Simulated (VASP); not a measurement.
**As: single point with RPBE**

Crystal: As.

```xyz
1
Lattice="2.7537 0.0000 0.0000 0.0000 2.7537 0.0000 0.0000 0.0000 2.7537" Properties=species:S:1:pos:R:3 pbc="T T T"
As    0.0000    0.0000    0.0000
```

```yaml
Program: VASP 6.6.1
Task: single point
Functional: RPBE
Potentials_or_basis: VASP PAW PBE potentials, release 64 (As)
Cutoff: 520 eV
k_mesh: 13 × 13 × 13
Occupations: fermi-dirac, width 0.1 eV
Spin: no spin polarisation
Dipole_correction: no
Further_INCAR_settings: ALGO = Normal; EDIFF = 1e-07; NBANDS = 8
```

```json
{"Pressure": "-0.3 GPa"}
```

Levels at points of the mesh, in eV from the Fermi level:
| k point | band 1 | band 2 | band 3 | band 4 | band 5 | band 6 | band 7 |
| --- | --- | --- | --- | --- | --- | --- | --- |
| (0.00, 0.00, 0.00) | -14.57 | 3.87 | 3.87 | 3.87 | 8.31 | 8.31 | 10.10 |

Run time: 4.2 s on 1 thread of Intel(R) Xeon(R) 6975P-C (Granite Rapids) (shared host), peak memory 0.12 GiB.

Caveat: the PAW data sets were made with another functional, which shifts forces and pressure a little.
